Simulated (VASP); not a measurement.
Input of a VASP 6.6.1 run:

File INCAR:

```
SYSTEM = AlN
  PREC = Accurate
  ENCUT = 600
  EDIFF = 1E-7
  ISMEAR = 0
  SIGMA = 0.01
  LREAL = .False.
  LASPH = .True.
  NELM = 80
  ALGO = Normal
  ISIF = 3
  LWAVE = .False.
  LCHARG = .False.
  GGA = PS
  IBRION = 2
  NSW = 100
  EDIFFG = -0.03
  PSTRESS = 100.0
```

Contents of KPOINTS:

```
Automatic mesh
0
Gamma
  8 8 8
  0 0 0
```

The input POSCAR:

```
AlN
1.0
    0.0000000000      2.1839940000      2.1839940000
    2.1839940000      0.0000000000      2.1839940000
    2.1839940000      2.1839940000      0.0000000000
Al N
1 1
Direct
    0.0000000000      0.0000000000      0.0000000000
    0.7500000000      0.7500000000      0.7500000000
```

Potentials or basis: VASP PAW PBE potentials, release 64 (Al, N).

Launch:

```bash
$ cat potpaw_PBE.64/Al/POTCAR potpaw_PBE.64/N/POTCAR > POTCAR
$ mpirun -np 1 vasp_std > vasp.out
```

Task: Predict the space group after relaxing (to 0.05 Å).

Result: F-43m (No. 216).

Task: What does it give for the relaxed cell?

Result: a = 3.049 Å, b = 3.049 Å, c = 3.049 Å, α = 60.00°, β = 60.00°, γ = 60.00°.

Final structure:
```yaml
crystal:
  lattice:
    - [0.00000, 2.15573, 2.15573]
    - [2.15573, 0.00000, 2.15573]
    - [2.15573, 2.15573, 0.00000]
  atoms:
    - { symbol: Al, position: [0.00000, 0.00000, 0.00000] }
    - { symbol: N, position: [0.75000, 0.75000, 0.75000] }
```
